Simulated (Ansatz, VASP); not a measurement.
Two plane-wave programs on Ga7As

```
Ga As
1.0
     6.13541    0.00000    0.00000
    -3.06771    5.31342    0.00000
     0.00000    0.00000    4.82097
Ga As
7 1
Direct
  0.49421 0.98841 0.00000
  0.49421 0.50579 0.00000
  0.01159 0.50579 0.00000
  0.34645 0.17322 0.50000
  0.82678 0.17322 0.50000
  0.82678 0.65355 0.50000
  0.33333 0.66667 0.50000
  0.00000 0.00000 0.00000
```

Change from the starting cell: species swapped into the Mg7Sn type (P-6m2, No. 187).

Alike in both runs: functional PBE; k mesh 3 × 3 × 3; occupations gaussian, width 0.2 eV; no spin polarisation.

Ansatz relaxed the structure, and its values are those at the end. VASP's run is a single point on that final structure, the one shown.

|  | VASP | Ansatz |
| --- | --- | --- |
| version | VASP 6.6.1 | Ansatz 0.2.0 |
| potentials or method | VASP PAW PBE potentials, release 64 (Ga_d, As), cutoff 520 eV | scalar-relativistic, plane waves, PAW |
| valence electrons in the cell | 96 | 106 |

Ansatz gave:

| Property | Result |
| --- | --- |
| gap on the k mesh at the Fermi level (eV) | none |
| pressure (GPa) | -0.3 |
| rms of the force components (eV/Å) | 0.022 |

Problem. Which values does VASP return?

Solution. gap on the k mesh at the Fermi level (eV): none; pressure (GPa): -0.2; rms of the force components (eV/Å): 0.022.

A gap of «none» marks a metal or a gap that the smearing closes. VASP's potentials hold 96 valence electrons a cell and Ansatz's 106, so a difference there can come from the potentials and not from the codes.

The k mesh is coarse, so the values compare programs but aren't converged.
